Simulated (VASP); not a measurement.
Runs of VASP 6.6.1 on W. The structure is that of space group Fm-3m (No. 225), or close to it. The cells are those of the table. 

```tsv
cell	gap on the mesh (eV)	pressure (GPa)
a = 2.929, b = 2.929, c = 2.871 Å, angles 60.7, 60.7, 58.7°, 1 atom	none	-17.6
a = 2.900, b = 2.900, c = 2.871 Å, angles 60.3, 60.3, 59.3°, 1 atom	none	-13.0
a = 2.922, b = 2.922, c = 2.871 Å, angles 60.6, 60.6, 58.9°, 1 atom	none	(a)
a = 2.914, b = 2.914, c = 2.871 Å, angles 60.5, 60.5, 59.0°, 1 atom	none	-15.4
```

Alike in all rows: task single point; level r2SCAN; potentials or basis VASP PAW PBE potentials, release 64 (W_sv); no spin polarisation; k mesh 20 × 20 × 20; cutoff (eV) 520; smearing gaussian 0.15 eV.

Q: Estimate the missing entries.

A: (a) -16.5.

Caveats: the PAW data sets were made with another functional, which shifts forces and pressure a little; spin-orbit coupling is left out, which moves the levels of the heavy elements; the stress differs along the axes, from -22 to -10 GPa (at least some runs); the stress differs along the axes, from -16 to -8 GPa (at least some runs); the stress differs along the axes, from -20 to -9 GPa (at least some runs); the stress differs along the axes, from -19 to -9 GPa (at least some runs).

A k mesh can miss the band edges, and the runs leave out spin-orbit coupling on W.

A gap of «none» marks levels without a gap at the run's occupations.
